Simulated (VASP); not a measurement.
Runs of VASP 6.6.1 on Sn. The structure is that of space group I4/mmm (No. 139), or close to it. The cells are those of the table. 

| cell | gap on the mesh (eV) | pressure (GPa) |
| --- | --- | --- |
| a = 3.278 Å, angles 114.9, 114.5, 99.4°, 1 atom | none | (c) |
| a = 3.300 Å, angles 119.4, 115.2, 94.8°, 1 atom | none | 0.1 |
| a = 3.308 Å, angles 111.5, 111.0, 106.0°, 1 atom | none | -2.9 |
| a = 3.317 Å, angles 119.1, 116.9, 93.5°, 1 atom | none | -0.2 |
| a = 3.305 Å, angles 119.3, 115.8, 94.3°, 1 atom | none | 0.0 |
| a = 3.185 Å, angles 119.2, 116.5, 93.7°, 1 atom | none | 8.8 |
| a = 3.299 Å, angles 119.0, 115.0, 95.3°, 1 atom | none | 0.0 |
| a = 3.406 Å, angles 119.1, 117.2, 93.3°, 1 atom | none | (b) |
| a = 3.267 Å, angles 115.0, 114.7, 99.2°, 1 atom | none | -0.1 |
| a = 3.286 Å, angles 115.7, 114.1, 99.1°, 1 atom | none | -1.0 |
| a = 3.294 Å, angles 116.5, 113.6, 98.8°, 1 atom | none | -1.2 |
| a = 3.296 Å, angles 117.5, 114.1, 97.5°, 1 atom | none | (a) |

Alike in all rows: task single point; level PBEsol; potentials or basis VASP PAW PBE potentials, release 64 (Sn_d); no spin polarisation; k mesh 8 × 8 × 8; cutoff (eV) 520; smearing fermi-dirac 0.1 eV.

**Question.** Fill in the values left out.

**Answer.** (a) -0.8; (b) -3.8; (c) -0.7.

Caveats: the PAW data sets were made with another functional, which shifts forces and pressure a little; spin-orbit coupling is left out, which moves the levels of the heavy elements.

A k mesh can miss the band edges, and the runs leave out spin-orbit coupling on Sn.

A gap of «none» marks levels without a gap at the run's occupations.
